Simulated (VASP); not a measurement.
# GaN (Fm-3m) in VASP: further runs

The runs below take GaN through single point, with PBEsol.

All numbers are computed with VASP 6.6.1; they aren't measurements. Logs are shortened: lines on timing, memory, paths and dates and some standing lists are left out, and cuts for length are marked.

**1. The cell of the first run**

It takes space group Fm-3m (No. 225, cubic). Conventional cell: a = 4.270 Å, b = 4.270 Å, c = 4.270 Å, α = 90.00°, β = 90.00°, γ = 90.00°. Ga (site symmetry m-3m) has 6 N at 2.14 Å within 2.8 Å. N (site symmetry m-3m) has 6 Ga at 2.14 Å within 2.8 Å.

**2. Single point, PBEsol**

Contents of INCAR:

```
SYSTEM = GaN
PREC = Accurate ; ENCUT = 600
EDIFF = 1E-6 ; ISMEAR = -1
SIGMA = 0.1 ; LREAL = .False.
LASPH = .True. ; NELM = 120
ALGO = Normal ; ISIF = 2
LWAVE = .False. ; LCHARG = .True.
GGA = PS ; LELF = .True.
LVHAR = .True. ; NBANDS = 16
GGA_COMPAT = .False.
```

Contents of KPOINTS:

```
regular mesh
0
Gamma
  8 8 8
  0 0 0
```

Contents of POSCAR:

```
GaN
1.0
    0.0000000000      2.1352350000      2.1352350000
    2.1352350000      0.0000000000      2.1352350000
    2.1352350000      2.1352350000      0.0000000000
Ga N
1 1
Direct
    0.0000000000      0.0000000000      0.0000000000
    0.5000000000      0.5000000000      0.5000000000
```

Potentials or basis: VASP PAW PBE potentials, release 64 (Ga_d, N).

The run is started by

```sh
$ cat potpaw_PBE.64/Ga_d/POTCAR potpaw_PBE.64/N/POTCAR > POTCAR
$ mpirun -np 1 vasp_std > vasp.out
```

OUTCAR:

```text
SYSTEM = GaN
   PREC = Accurate
   ENCUT = 600
   EDIFF = 1E-6
   ISMEAR = -1
   LREAL = .False.
   LASPH = .True.
   NELM = 120
   ISIF = 2
   GGA = PS

 ion  position               nearest neighbor table
   1  0.000  0.000  0.000-   2 2.14   2 2.14   2 2.14   2 2.14   2 2.14   2 2.14
   2  0.500  0.500  0.500-   1 2.14   1 2.14   1 2.14   1 2.14   1 2.14   1 2.14

  LATTYP: Found a face centered cubic cell.
 ALAT       =     4.2704700000

  Lattice vectors:

 A1 = (   0.0000000000,   2.1352350000,   2.1352350000)
 A2 = (   2.1352350000,   0.0000000000,   2.1352350000)
 A3 = (   2.1352350000,   2.1352350000,   0.0000000000)

Analysis of symmetry for initial positions (statically):
=====================================================================
 Subroutine PRICEL returns:
 Original cell was already a primitive cell.

 Routine SETGRP: Setting up the symmetry group for a
 face centered cubic supercell.

 Subroutine GETGRP returns: Found 48 space group operations
 (whereof 48 operations were pure point group operations)
 out of a pool of 48 trial point group operations.

The static configuration has the point symmetry O_h .

Analysis of symmetry for dynamics (positions and initial velocities):
=====================================================================
 Subroutine PRICEL returns:
 Original cell was already a primitive cell.

 Routine SETGRP: Setting up the symmetry group for a
 face centered cubic supercell.

 Subroutine GETGRP returns: Found 48 space group operations
 (whereof 48 operations were pure point group operations)
 out of a pool of 48 trial point group operations.

The dynamic configuration has the point symmetry O_h .

 Subroutine INISYM returns: Found 48 space group operations
 (whereof 48 operations are pure point group operations),
 and found     1 'primitive' translations

----------------------------------------------------------------------------------------

                                     Primitive cell

  volume of cell :      19.4700

  direct lattice vectors                    reciprocal lattice vectors
     0.000000000  2.135235000  2.135235000    -0.234166263  0.234166263  0.234166263
     2.135235000  0.000000000  2.135235000     0.234166263 -0.234166263  0.234166263
     2.135235000  2.135235000  0.000000000     0.234166263  0.234166263 -0.234166263

  length of vectors
     3.019678296  3.019678296  3.019678296     0.405587864  0.405587864  0.405587864

  position of ions in fractional coordinates (direct lattice)
     0.000000000  0.000000000  0.000000000
     0.500000000  0.500000000  0.500000000

  ion indices of the primitive-cell ions
   primitive index   ion index
                 1           1
                 2           2

----------------------------------------------------------------------------------------

 KPOINTS: regular mesh

Automatic generation of k-mesh.
 Grid dimensions read from file:
 generate k-points for:    8    8    8

 Generating k-lattice:

  Cartesian coordinates                     Fractional coordinates (reciprocal lattice)
    -0.029270783  0.029270783  0.029270783     0.125000000  0.000000000  0.000000000
     0.029270783 -0.029270783  0.029270783     0.000000000  0.125000000  0.000000000
     0.029270783  0.029270783 -0.029270783     0.000000000  0.000000000  0.125000000

  Length of vectors
     0.050698483  0.050698483  0.050698483

  Shift w.r.t. Gamma in fractional coordinates (k-lattice)
     0.000000000  0.000000000  0.000000000

 Subroutine IBZKPT returns following result:
 ===========================================

 Found     29 irreducible k-points:

 Following reciprocal coordinates:
            Coordinates               Weight
  0.000000  0.000000  0.000000      1.000000
  0.125000  0.000000  0.000000      8.000000
  0.250000  0.000000  0.000000      8.000000
  0.375000  0.000000  0.000000      8.000000
  0.500000  0.000000  0.000000      4.000000
  0.125000  0.125000  0.000000      6.000000
[... 16 lines left out ...]
  0.500000  0.250000  0.125000     48.000000
 -0.375000  0.250000  0.125000     24.000000
 [... further k-points ...]
   k-points           NKPTS =     29   k-points in BZ     NKDIM =     29   number of bands    NBANDS=     16
   number of dos      NEDOS =    301   number of ions     NIONS =      2
   total plane-waves  NPLWV =  13824
   dimension x,y,z NGX =    24 NGY =   24 NGZ =   24
   dimension x,y,z NGXF=    48 NGYF=   48 NGZF=   48
   ions per type =               1   1
   NGX,Y,Z   is equivalent  to a cutoff of  13.21, 13.21, 13.21 a.u.
   NGXF,Y,Z  is equivalent  to a cutoff of  26.43, 26.43, 26.43 a.u.
 SYSTEM =  GaN
   PREC   = accura    normal or accurate (medium, high low for compatibility)
   ISTART =      0    job   : 0-new  1-cont  2-samecut
   ICHARG =      2    charge: 1-file 2-atom 10-const
   ISPIN  =      1    spin polarized calculation?
   LNONCOLLINEAR =      F non collinear calculations
   LSORBIT =      F    spin-orbit coupling
   LASPH  =      T    aspherical Exc in radial PAW
   ENCUT  =  600.0 eV  44.10 Ry    6.64 a.u.   6.03  6.03  6.03*2*pi/ulx,y,z
   NELM   =    120;   NELMIN=  2; NELMDL= -5     # of ELM steps
   EDIFF  = 0.1E-05   stopping-criterion for ELM
   LREAL  =      F    real-space projection
   EDIFFG = 0.1E-04   stopping-criterion for IOM
   NSW    =      0    number of steps for IOM
   IBRION =     -1    ionic relax: 0-MD 1-quasi-New 2-CG
   NFREE  =      0    steps in history (QN), initial steepest desc. (CG)
   ISIF   =      2    stress and relaxation
   ISYM   =      2    0-nonsym 1-usesym 2-fastsym
   POTIM  = 0.5000    time-step for ionic-motion
   TEBEG  =    0.0;   TEEND  =   0.0 temperature during run
   PSTRESS=    0.0 pullay stress
   NELECT =      18.0000    total number of electrons
   NUPDOWN=      -1.0000    fix difference up-down
   EMIN   =  10.00;   EMAX   =-10.00  energy-range for DOS
   EFERMI =   0.00;   METHOD = LEGACY
   ISMEAR =    -1;   SIGMA  =   0.10  broadening in eV -4-tet -1-fermi 0-gaus
   EFERMI_NEDOS =   21; number of points for ismear=-14 and -15
   IALGO  =     38    algorithm
   IMIX   =      4    mixing-type and parameters
     AMIX     =   0.40;   BMIX     =  1.00
     AMIX_MAG =   1.60;   BMIX_MAG =  1.00
  volume/ion in A,a.u.               =       9.74        65.70
  Fermi-wavevector in a.u.,A,eV,Ry     =   1.594814  3.013761 34.605481  2.543431
  Thomas-Fermi vector in A             =   2.692830
   LORBIT       =      0    0 simple, 1 ext, 2 COOP (PROOUT), +10 PAW based schemes
   GGA     = PS    functional components
   LHFCALC =     F    Hartree Fock is set to
   AEXX    =    0.0000 exact exchange contribution
   IVDW    =     0    specifies the selected vdW correction
   LEPSILON=     F    determine dielectric tensor
   LRPA    =     F    only Hartree local field effects (RPA)
 non-spin polarized calculation
  energy-cutoff  :      600.00
  volume of cell :       19.47
 maximum number of plane-waves:       660
   NGX = 13   NGY = 13   NGZ = 13

 number of electron      18.0000005 magnetization

 Free energy of the ion-electron system (eV)
  ---------------------------------------------------
  ext. energy  EPLUGINS =         0.00000000
  ---------------------------------------------------
  free energy    TOTEN  =       -12.24658663 eV

  energy without entropy =      -12.24325387  energy(sigma->0) =      -12.24492025

 E-fermi :   7.6924     XC(G=0): -13.1026

 val. band max:        7.3667575582   @ k =  -0.2500   0.1250   0.0000
 cond. band min:       7.7146027466   @ k =   0.5000   0.5000   0.0000
 fundamental gap:      0.3478451885
 Fermi energy:         7.6924419361

 k-point     1 :       0.0000    0.0000    0.0000
  band No.  band energies     occupation
      1      -9.6231      2.00000
      2      -6.5485      2.00000
      3      -6.5485      2.00000
      4      -6.5485      2.00000
      5      -6.4596      2.00000
      6      -6.4596      2.00000
[... 8 lines left out ...]
     15      22.6688      0.00000
     16      22.6688      0.00000

 k-point     2 :       0.1250    0.0000    0.0000
  band No.  band energies     occupation
      1      -9.3275      2.00000
      2      -6.5591      2.00000
      3      -6.5384      2.00000
      4      -6.5384      2.00000
      5      -6.4733      2.00000
      6      -6.4733      2.00000
[... 8 lines left out ...]
     15      23.1499      0.00000
     16      23.1499      0.00000

 k-point     3 :       0.2500    0.0000    0.0000
  band No.  band energies     occupation
      1      -8.4930      2.00000
      2      -6.5890      2.00000
      3      -6.5890      2.00000
      4      -6.5834      2.00000
      5      -6.4302      2.00000
      6      -6.4302      2.00000
[... 8 lines left out ...]
     15      24.8599      0.00000
     16      24.8599      0.00000

 k-point     4 :       0.3750    0.0000    0.0000
  band No.  band energies     occupation
      1      -7.3580      2.00000
      2      -6.6611      2.00000
      3      -6.6611      2.00000
      4      -6.6027      2.00000
      5      -6.3638      2.00000
      6      -6.3638      2.00000
[... 8 lines left out ...]
     15      27.5128      0.00000
     16      27.5128      0.00000
[... 324 lines left out ...]
 k-point    22 :       0.3750    0.2500    0.1250
  band No.  band energies     occupation
      1      -8.1014      2.00000
      2      -6.6100      2.00000
      3      -6.5548      2.00000
      4      -6.4914      2.00000
      5      -6.4307      2.00000
      6      -6.1711      2.00000
[... 8 lines left out ...]
     15      28.1220      0.00000
     16      28.4863      0.00000

 k-point    23 :       0.5000    0.2500    0.1250
  band No.  band energies     occupation
      1      -7.6684      2.00000
      2      -6.6258      2.00000
      3      -6.5728      2.00000
      4      -6.4995      2.00000
      5      -6.3607      2.00000
      6      -5.5193      2.00000
[... 8 lines left out ...]
     15      28.0529      0.00000
     16      29.6004      0.00000

 k-point    24 :      -0.3750    0.2500    0.1250
  band No.  band energies     occupation
      1      -7.5447      2.00000
      2      -6.6495      2.00000
      3      -6.5723      2.00000
      4      -6.4981      2.00000
      5      -6.3320      2.00000
      6      -4.9865      2.00000
[... 8 lines left out ...]
     15      25.8906      0.00000
     16      30.4943      0.00000

 [... further k-points ...]
[... 5 lines left out ...]
  --------------------------------------------------------------------------------------
  -------------------------------------------------------------------------------------
  Total       -0.8761407     -0.8761407     -0.8761407      0.0000000      0.0000000     -0.0000000
  in kB      -72.0970351    -72.0970351    -72.0970351      0.0000000      0.0000000     -0.0000000
  external PRESSURE =     -72.0970351 kB  Pullay stress =       0.0000000 kB

 VOLUME and BASIS-vectors are now :
 -----------------------------------------------------------------------------
  energy-cutoff  :      600.00
  volume of cell :       19.47
      direct lattice vectors                 reciprocal lattice vectors
     0.000000000  2.135235000  2.135235000    -0.234166263  0.234166263  0.234166263
     2.135235000  0.000000000  2.135235000     0.234166263 -0.234166263  0.234166263
     2.135235000  2.135235000  0.000000000     0.234166263  0.234166263 -0.234166263

 POSITION                                       TOTAL-FORCE (eV/Angst)
 -----------------------------------------------------------------------------------
      0.00000      0.00000      0.00000        -0.000000      0.000000     -0.000000
      2.13524      2.13524      2.13524         0.000000     -0.000000      0.000000
 -----------------------------------------------------------------------------------
    total drift:                                0.000000     -0.000000     -0.000000

  FREE ENERGIE OF THE ION-ELECTRON SYSTEM (eV)
  ---------------------------------------------------
  free  energy   TOTEN  =       -12.2465866333 eV

  energy  without entropy=      -12.2432538740  energy(sigma->0) =      -12.24492025
```

Run time: 8.5 s. Hardware: 1 thread of AMD EPYC 7R13 (Zen 3), shared host; peak memory 0.11 GiB.

Results:

| Item | Value |
| --- | --- |
| Free energy | -12.2466 eV |
| Pressure | -7.2 GPa |
| Band gap on the k mesh | 0.35 eV, indirect (least direct gap 2.38 eV) |

Caveat: the PAW data sets were made with another functional, which shifts forces and pressure a little. A k mesh can miss the band edges.

**3. Single point, PBEsol**

This run uses another cell than the first one, of 10.12 Å³/atom, 1.040 times its volume.

Contents of INCAR:

```
SYSTEM = GaN
PREC = Accurate
ENCUT = 600
EDIFF = 1E-6
ISMEAR = -1
SIGMA = 0.1
LREAL = .FALSE.
LASPH = .TRUE.
NELM = 120
ALGO = Normal
ISIF = 2
LWAVE = .FALSE.
LCHARG = .FALSE.
GGA = PS
NBANDS = 16
GGA_COMPAT = .FALSE.
```

Contents of KPOINTS:

```
regular mesh
0
G
  8 8 8
  0 0 0
```

Contents of POSCAR:

```
GaN
1.0
    0.0000000000      2.1633334196      2.1633334196
    2.1633334196      0.0000000000      2.1633334196
    2.1633334196      2.1633334196      0.0000000000
Ga N
1 1
Direct
    0.0000000000      0.0000000000      0.0000000000
    0.5000000000      0.5000000000      0.5000000000
```

Potentials or basis: VASP PAW PBE potentials, release 64 (Ga_d, N).

The run is started by

```sh
$ cat potpaw_PBE.64/Ga_d/POTCAR potpaw_PBE.64/N/POTCAR > POTCAR
$ mpirun -np 1 vasp_std > vasp.out
```

It took 7.7 s on 1 thread of AMD EPYC 7R13 (Zen 3), shared host; peak memory 0.11 GiB.

It converged, with:

```
Free energy : -12.1957 eV
Pressure    : -14.0 GPa
```

Levels at points of the mesh, in eV from the Fermi level:
```
           k point  band 7  band 8  band 9  band 10  band 11  band 12
(0.00, 0.00, 0.00)   -0.70   -0.70   -0.70     1.22    13.97    13.97
(0.50, 0.00, 0.00)   -8.19   -0.42   -0.42     4.07     8.24     8.35
(0.50, 0.50, 0.00)   -6.92   -3.07   -3.07    -0.14     7.37    10.92
```

Caveat: the PAW data sets were made with another functional, which shifts forces and pressure a little.

**4. Single point, PBEsol**

This run uses another cell than the first one, of 10.51 Å³/atom, 1.080 times its volume.

Contents of INCAR:

```
SYSTEM = GaN
PREC = Accurate ; ENCUT = 600
EDIFF = 1E-6 ; ISMEAR = -1
SIGMA = 0.1 ; LREAL = .False.
LASPH = .True. ; NELM = 120
ALGO = Normal ; ISIF = 2
LWAVE = .False. ; LCHARG = .False.
GGA = PS ; NBANDS = 16
GGA_COMPAT = .False.
```

Contents of KPOINTS:

```
Automatic mesh
0
Gamma
  8 8 8
  0 0 0
```

Contents of POSCAR:

```
GaN
1.0
    0.0000000000      2.1907202943      2.1907202943
    2.1907202943      0.0000000000      2.1907202943
    2.1907202943      2.1907202943      0.0000000000
Ga N
1 1
Direct
    0.0000000000      0.0000000000      0.0000000000
    0.5000000000      0.5000000000      0.5000000000
```

The run is started by

```sh
$ cat potpaw_PBE.64/Ga_d/POTCAR potpaw_PBE.64/N/POTCAR > POTCAR
$ mpirun -np 1 vasp_std > vasp.out
```

Wall time 13 s (1 thread of AMD EPYC 7R13 (Zen 3), shared host); peak memory 0.13 GiB.

It converged, with:

```
Free energy            : -12.1147 eV
Pressure               : -19.6 GPa
Band gap on the k mesh : zero (band 9 reaches 6.46 eV, above the bottom of band 10 at 6.37 eV)
```

Levels at points of the mesh, in eV from the Fermi level:
| k point | band 5 | band 6 | band 7 | band 8 | band 9 | band 10 | band 11 | band 12 | band 13 | band 14 |
| --- | --- | --- | --- | --- | --- | --- | --- | --- | --- | --- |
| (0.00, 0.00, 0.00) | -14.12 | -14.12 | -0.65 | -0.65 | -0.65 | 0.84 | 13.77 | 13.77 | 13.77 | 14.02 |
| (0.50, 0.00, 0.00) | -14.02 | -13.78 | -7.98 | -0.40 | -0.40 | 3.93 | 7.80 | 8.16 | 8.16 | 14.98 |
| (0.50, 0.50, 0.00) | -13.98 | -11.35 | -6.63 | -2.93 | -2.93 | -0.34 | 7.35 | 10.57 | 12.85 | 12.85 |

Caveat: the PAW data sets were made with another functional, which shifts forces and pressure a little.

**5. Overview**

| cell | gap on the mesh (eV) | pressure (GPa) |
| --- | --- | --- |
| a = 3.020 Å, angles 60.0°, 2 atoms | 0.35 | -7.2 |
| a = 3.059 Å, angles 60.0°, 2 atoms | - | -14.0 |
| a = 3.098 Å, angles 60.0°, 2 atoms | none | -19.6 |

Alike in all rows: task single point; level PBEsol; potentials or basis VASP PAW PBE potentials, release 64 (Ga_d, N); no spin polarisation; k mesh 8 × 8 × 8; cutoff (eV) 600; smearing fermi-dirac 0.1 eV.

Caveats: the PAW data sets were made with another functional, which shifts forces and pressure a little.

Absolute energies hang on the potentials; compare differences alone.
